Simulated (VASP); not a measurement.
A run of VASP 6.6.1 is set up as follows.

The input INCAR:

```
SYSTEM = KI
  ALGO = Normal
  EDIFF = 1E-7
  ENCUT = 520
  GGA = PE
  ISIF = 2
  ISMEAR = 0
  LASPH = .True.
  LCHARG = .False.
  LREAL = .False.
  LWAVE = .False.
  NBANDS = 15
  NELM = 60
  PREC = Accurate
  SIGMA = 0.05
```

Contents of KPOINTS:

```
k-points
0
Gamma
  6 6 6
  0 0 0
```

POSCAR

```
KI
1.0
    0.0000000000      3.3835680000      3.2425860000
    3.3835680000      0.0000000000      3.2425860000
    3.3835680000      3.3835680000      0.0000000000
K I
1 1
Direct
    0.0000000000      0.0000000000      0.0000000000
    0.5000000000      0.5000000000      0.5000000000
```

Potentials or basis: VASP PAW PBE potentials, release 64 (K_sv, I).

The run is started by

```sh
$ cat potpaw_PBE.64/K_sv/POTCAR potpaw_PBE.64/I/POTCAR > POTCAR
$ mpirun -np 1 vasp_std > vasp.out
```

(1) What does it give for the pressure?

(2) What does it give for the band gap on the k mesh?

Results:

(1) 4.2 GPa.

(2) 4.36 eV, direct.

Caveat: the cell differs from its parent crystal (strain -0.040 along x and y, -0.080 along z); spin-orbit coupling is left out, which moves the levels of the heavy elements.
